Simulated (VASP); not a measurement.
# CoO (I4/mmm) in VASP: further runs, part 2 of 2

VASP 6.6.1.

### 3 Single point, PBEsol, collinear spin, ferromagnetic start

The input, INCAR:

```
SYSTEM = CoO
ALGO     = Normal         ! electronic algorithm
EDIFF    = 1E-6           ! SCF threshold, eV
ENCUT    = 520            ! plane-wave cutoff, eV
GGA      = PS             ! functional
ISIF     = 2              ! what is computed and relaxed
ISMEAR   = -1             ! smearing method
ISPIN    = 2              ! spin polarisation
LASPH    = .True.         ! aspherical terms in the spheres
LCHARG   = .False.        ! write CHGCAR
LMAXMIX  = 4              ! l up to which the mixer works
LORBIT   = 11             ! projections on sites
LREAL    = .False.        ! projectors in reciprocal space
LWAVE    = .False.        ! write WAVECAR
MAGMOM   = 2 0            ! initial moments
NBANDS   = 18             ! bands
NELM     = 150            ! most SCF steps
NUPDOWN  = 2.0            ! fixed moment
PREC     = Accurate       ! precision mode
SIGMA    = 0.05           ! smearing width, eV
```

The input, KPOINTS:

```
k-points
0
Gamma
  10 10 10
  0 0 0
```

The input, POSCAR:

```
CoO
1.0
   -1.5080000000      1.5080000000      2.1072475377
    1.5080000000     -1.5080000000      2.1072475377
    1.5080000000      1.5080000000     -2.1072475377
Co O
1 1
Direct
    0.0000000000      0.0000000000      0.0000000000
    0.5000000000      0.5000000000      0.0000000000
```

Potentials or basis: VASP PAW PBE potentials, release 64 (Co, O).

Started as:

```bash
> cat potpaw_PBE.64/Co/POTCAR potpaw_PBE.64/O/POTCAR > POTCAR
> mpirun -np 1 vasp_std > vasp.out
```

OUTCAR:

```text
SYSTEM = CoO
   EDIFF = 1E-6
   ENCUT = 520
   GGA = PS
   ISIF = 2
   ISMEAR = -1
   ISPIN = 2
   LASPH = .True.
   LORBIT = 11
   LREAL = .False.
   NELM = 150
   NUPDOWN = 2.0
   PREC = Accurate

 ion  position               nearest neighbor table
   1  0.000  0.000  0.000-   2 2.11   2 2.11   2 2.13   2 2.13   2 2.13   2 2.13
   2  0.500  0.500  0.000-   1 2.11   1 2.11   1 2.13   1 2.13   1 2.13   1 2.13

  LATTYP: Found a body centered tetragonal cell.
 ALAT       =     3.0160000000
 C/A-ratio  =     1.3973790038

  Lattice vectors:

 A1 = (  -1.5080000000,   1.5080000000,   2.1072475377)
 A2 = (   1.5080000000,  -1.5080000000,   2.1072475377)
 A3 = (   1.5080000000,   1.5080000000,  -2.1072475377)

Analysis of symmetry for initial positions (statically):
=====================================================================
 Subroutine PRICEL returns:
 Original cell was already a primitive cell.

 Routine SETGRP: Setting up the symmetry group for a
[... 705 lines left out ...]
      5       6.7506      1.00000
      6       6.7507      1.00000
[... 493 lines left out ...]
     17      37.0530      0.00000
     18      38.7989      0.00000

 [... further k-points ...]

------------------------ aborting loop because EDIFF is reached ----------------------------------------

  FORCE on cell =-STRESS in cart. coord.  units (eV):
  Direction    XX          YY          ZZ          XY          YZ          ZX
  --------------------------------------------------------------------------------------
  -------------------------------------------------------------------------------------
  Total       -2.1486983     -2.1486983     -2.0694025     -0.0000000      0.0000000      0.0000000
  in kB     -179.6006023   -179.6006023   -172.9726056     -0.0000000      0.0000000      0.0000000
  external PRESSURE =    -177.3912701 kB  Pullay stress =       0.0000000 kB

 VOLUME and BASIS-vectors are now :
 -----------------------------------------------------------------------------
  energy-cutoff  :      520.00
  volume of cell :       19.17
      direct lattice vectors                 reciprocal lattice vectors
    -1.508000000  1.508000000  2.107247538     0.000000000  0.331564987  0.237276348
     1.508000000 -1.508000000  2.107247538     0.331564987  0.000000000  0.237276348
     1.508000000  1.508000000 -2.107247538     0.331564987  0.331564987  0.000000000

 POSITION                                       TOTAL-FORCE (eV/Angst)
 -----------------------------------------------------------------------------------
      0.00000      0.00000      0.00000         0.000000     -0.000000      0.000000
      0.00000      0.00000      2.10725        -0.000000      0.000000     -0.000000
 -----------------------------------------------------------------------------------
    total drift:                               -0.000000      0.000000     -0.000000

  FREE ENERGIE OF THE ION-ELECTRON SYSTEM (eV)
  ---------------------------------------------------
  free  energy   TOTEN  =       -13.8650710024 eV

  energy  without entropy=      -13.8253375735  energy(sigma->0) =      -13.84520429

 total charge

# of ion       s       p       d       tot
------------------------------------------
    1        0.291   0.352   7.230   7.873
    2        1.556   3.365   0.000   4.921
--------------------------------------------------
tot          1.847   3.717   7.230  12.794

 magnetization (x)

# of ion       s       p       d       tot
------------------------------------------
    1        0.020   0.015   1.840   1.875
    2        0.024   0.071   0.000   0.095
--------------------------------------------------
tot          0.044   0.086   1.840   1.970
```

It took 1.9 min on 1 thread of Intel Xeon 8259CL, shared host; peak memory 0.19 GiB.

What came out:

```yaml
Free_energy: -13.8651 eV
Pressure: -17.7 GPa
Net_moment: 2.00 μB per cell
Site_moments: Co +1.88; O +0.10 μB
Valence_electrons_inside_the_program's_atomic_spheres: Co 7.87; O 4.92
```

Caveat: the cell stands under tension; the PAW data sets were made with another functional, which shifts forces and pressure a little; the total moment is fixed, so each spin has its own Fermi level; a cell with one magnetic atom can't hold antiferromagnetic order, which such compounds often take.

### 4 Single point, PBEsol, collinear spin, ferromagnetic start

The input, INCAR:

```
SYSTEM = CoO
PREC = Accurate
ENCUT = 520
EDIFF = 1E-7
ISMEAR = -1
SIGMA = 0.05
LREAL = .FALSE.
LASPH = .TRUE.
NELM = 150
ALGO = Normal
ISIF = 2
LWAVE = .FALSE.
LCHARG = .TRUE.
ISPIN = 2
MAGMOM = 2.5 0
LORBIT = 11
NUPDOWN = 2.5
LMAXMIX = 4
GGA = PS
LELF = .TRUE.
LVHAR = .TRUE.
NBANDS = 18
```

The input, KPOINTS:

```
regular mesh
0
G
  10 10 10
  0 0 0
```

POSCAR is that of step 3.

Potentials or basis: VASP PAW PBE potentials, release 64 (Co, O).

Started as:

```bash
> cat potpaw_PBE.64/Co/POTCAR potpaw_PBE.64/O/POTCAR > POTCAR
> mpirun -np 1 vasp_std > vasp.out
```

OUTCAR:

```text
SYSTEM = CoO
   PREC = Accurate
   ENCUT = 520
   EDIFF = 1E-7
   ISMEAR = -1
   LREAL = .FALSE.
   LASPH = .TRUE.
   NELM = 150
   ISIF = 2
   ISPIN = 2
   LORBIT = 11
   NUPDOWN = 2.5
   GGA = PS

 ion  position               nearest neighbor table
   1  0.000  0.000  0.000-   2 2.11   2 2.11   2 2.13   2 2.13   2 2.13   2 2.13
   2  0.500  0.500  0.000-   1 2.11   1 2.11   1 2.13   1 2.13   1 2.13   1 2.13

  LATTYP: Found a body centered tetragonal cell.
 ALAT       =     3.0160000000
 C/A-ratio  =     1.3973790038

  Lattice vectors:

 A1 = (  -1.5080000000,   1.5080000000,   2.1072475377)
 A2 = (   1.5080000000,  -1.5080000000,   2.1072475377)
 A3 = (   1.5080000000,   1.5080000000,  -2.1072475377)

Analysis of symmetry for initial positions (statically):
=====================================================================
 Subroutine PRICEL returns:
 Original cell was already a primitive cell.

 Routine SETGRP: Setting up the symmetry group for a
 body centered tetragonal supercell.

 Subroutine GETGRP returns: Found 16 space group operations
 (whereof 16 operations were pure point group operations)
 out of a pool of 16 trial point group operations.

The static configuration has the point symmetry D_4h.

Analysis of symmetry for dynamics (positions and initial velocities):
=====================================================================
 Subroutine PRICEL returns:
 Original cell was already a primitive cell.

 Routine SETGRP: Setting up the symmetry group for a
 body centered tetragonal supercell.

 Subroutine GETGRP returns: Found 16 space group operations
 (whereof 16 operations were pure point group operations)
 out of a pool of 16 trial point group operations.

The dynamic configuration has the point symmetry D_4h.

Analysis of structural, dynamic, and magnetic symmetry:
=====================================================================
 Subroutine PRICEL returns:
 Original cell was already a primitive cell.

[... 149 lines left out ...]
  ext. energy  EPLUGINS =         0.00000000
  ---------------------------------------------------
  free energy    TOTEN  =       -13.94294240 eV

  energy without entropy =      -13.90328374  energy(sigma->0) =      -13.92311307

 E-fermi :   7.9635     XC(G=0): -12.7110

 val. band max:        7.9523644923   @ k =  -0.3000  -0.3000   0.2000
 cond. band min:       7.7560404877   @ k =  -0.2000   0.4000   0.1000
 fundamental gap:     -0.1963240046
 Fermi energy:         7.7525900496

 spin component 1

 k-point     1 :       0.0000    0.0000    0.0000
  band No.  band energies     occupation
      1     -12.4235      1.00000
      2       4.5849      1.00000
      3       4.6220      1.00000
      4       4.6220      1.00000
      5       4.8958      1.00000
      6       4.9008      1.00000
[... 493 lines left out ...]
     17      36.5778      0.00000
     18      38.2455      0.00000

 [... further k-points ...]

 spin component 2

 k-point     1 :       0.0000    0.0000    0.0000
  band No.  band energies     occupation
      1     -12.0591      1.00000
      2       4.9759      1.00000
      3       5.0325      1.00000
      4       5.0325      1.00000
      5       6.7852      1.00000
      6       6.7852      1.00000
[... 493 lines left out ...]
     17      37.1193      0.00000
     18      38.8777      0.00000

 [... further k-points ...]

------------------------ aborting loop because EDIFF is reached ----------------------------------------

  FORCE on cell =-STRESS in cart. coord.  units (eV):
  Direction    XX          YY          ZZ          XY          YZ          ZX
  --------------------------------------------------------------------------------------
  -------------------------------------------------------------------------------------
  Total       -1.6243779     -1.6243779     -1.6217657      0.0000000     -0.0000000      0.0000000
  in kB     -135.7748773   -135.7748773   -135.5565371      0.0000000     -0.0000000      0.0000000
  external PRESSURE =    -135.7020973 kB  Pullay stress =       0.0000000 kB

 VOLUME and BASIS-vectors are now :
 -----------------------------------------------------------------------------
  energy-cutoff  :      520.00
  volume of cell :       19.17
      direct lattice vectors                 reciprocal lattice vectors
    -1.508000000  1.508000000  2.107247538     0.000000000  0.331564987  0.237276348
     1.508000000 -1.508000000  2.107247538     0.331564987  0.000000000  0.237276348
     1.508000000  1.508000000 -2.107247538     0.331564987  0.331564987  0.000000000

 POSITION                                       TOTAL-FORCE (eV/Angst)
 -----------------------------------------------------------------------------------
      0.00000      0.00000      0.00000        -0.000000     -0.000000      0.000000
      0.00000      0.00000      2.10725         0.000000      0.000000     -0.000000
 -----------------------------------------------------------------------------------
    total drift:                               -0.000000      0.000000     -0.000000

  FREE ENERGIE OF THE ION-ELECTRON SYSTEM (eV)
  ---------------------------------------------------
  free  energy   TOTEN  =       -13.9429423984 eV

  energy  without entropy=      -13.9032837409  energy(sigma->0) =      -13.92311307

 total charge

# of ion       s       p       d       tot
------------------------------------------
    1        0.296   0.360   7.188   7.844
    2        1.553   3.384   0.000   4.937
--------------------------------------------------
tot          1.849   3.744   7.188  12.781

 magnetization (x)

# of ion       s       p       d       tot
------------------------------------------
    1        0.020   0.017   2.220   2.258
    2        0.027   0.173   0.000   0.200
--------------------------------------------------
tot          0.047   0.190   2.220   2.458
```

stdout:

```text
POSCAR found type information on POSCAR CoO
 POSCAR found :  2 types and       2 ions
 scaLAPACK will be used
 -----------------------------------------------------------------------------
|                                                                             |
|                                                                             |
|     You enforced a specific xc type in the INCAR file but a different       |
|     I HOPE YOU KNOW WHAT YOU ARE DOING!                                     |
|                                                                             |
 -----------------------------------------------------------------------------

 LDA part: xc-table for (Slater+PW92), standard interpolation
 POSCAR, INCAR and KPOINTS ok, starting setup
 FFT: planning ... GRIDC
 FFT: planning ... GRID_SOFT
 FFT: planning ... GRID
 WAVECAR not read
 entering main loop
```

It took 2 min on 1 thread of Intel Xeon 8259CL, shared host; peak memory 0.19 GiB.

What came out:

```
Free energy                                           : -13.9429 eV
Pressure                                              : -13.6 GPa
Net moment                                            : 2.50 μB per cell
Site moments                                          : Co +2.26; O +0.20 μB
Valence electrons inside the program's atomic spheres : Co 7.84; O 4.94
```

Caveat: the cell stands under tension; the PAW data sets were made with another functional, which shifts forces and pressure a little; the total moment is fixed, so each spin has its own Fermi level; a cell with one magnetic atom can't hold antiferromagnetic order, which such compounds often take.

### 5 Overview

| fixed moment (μB) | pressure (GPa) | moment (μB) |
| --- | --- | --- |
| 1.5 | -21.5 | 1.50 |
| 2.0 | -17.7 | 2.00 |
| 2.5 | -13.6 | 2.50 |

Alike in all rows: task single point; level PBEsol; potentials or basis VASP PAW PBE potentials, release 64 (Co, O); spin collinear, ferromagnetic start; cell as given; k mesh 10 × 10 × 10; cutoff (eV) 520; smearing fermi-dirac 0.05 eV.

Caveats: the cell stands under tension; the PAW data sets were made with another functional, which shifts forces and pressure a little; the total moment is fixed, so each spin has its own Fermi level; a cell with one magnetic atom can't hold antiferromagnetic order, which such compounds often take.

Absolute energies hang on the potentials; compare differences alone.
